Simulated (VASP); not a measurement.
The system is Co.

```xyz
1
Lattice="2.1365 0.0000 0.0000 0.0000 2.1365 0.0000 0.0000 0.0000 2.1365" Properties=species:S:1:pos:R:3 pbc="T T T"
Co    0.0000    0.0000    0.0000
```

This cell differs from its parent crystal: volume scaled by 0.85.

Base run:

| Quantity | Value |
| --- | --- |
| Program | VASP 6.6.1 |
| Functional | LDA |
| Potentials or basis | VASP PAW LDA potentials, release 64 (Co) |
| Cutoff | 520 eV |
| k mesh | 17 × 17 × 17 |
| Occupations | fermi-dirac, width 0.05 eV |
| Spin | collinear spin, ferromagnetic start |
| Starting moments | [1.7] μB |

Its results: pressure 42.5 GPa; net moment 1.21 μB per cell; site moments Co +1.20 μB.

**Question.** The run is repeated on the same cell with these changes: potentials or basis from VASP PAW LDA potentials, release 64 (Co) to VASP PAW LDA potentials, release 64 (Co_sv); cutoff from 520 eV to 600 eV; further incar settings from ALGO = Normal; EDIFF = 1e-06; NBANDS = 14 to ALGO = Normal; EDIFF = 1e-06; NBANDS = 18; valence electrons from 9 to 17. What comes out?

**Answer.** Pressure 41.0 GPa; net moment 1.23 μB per cell; site moments Co +1.21 μB.
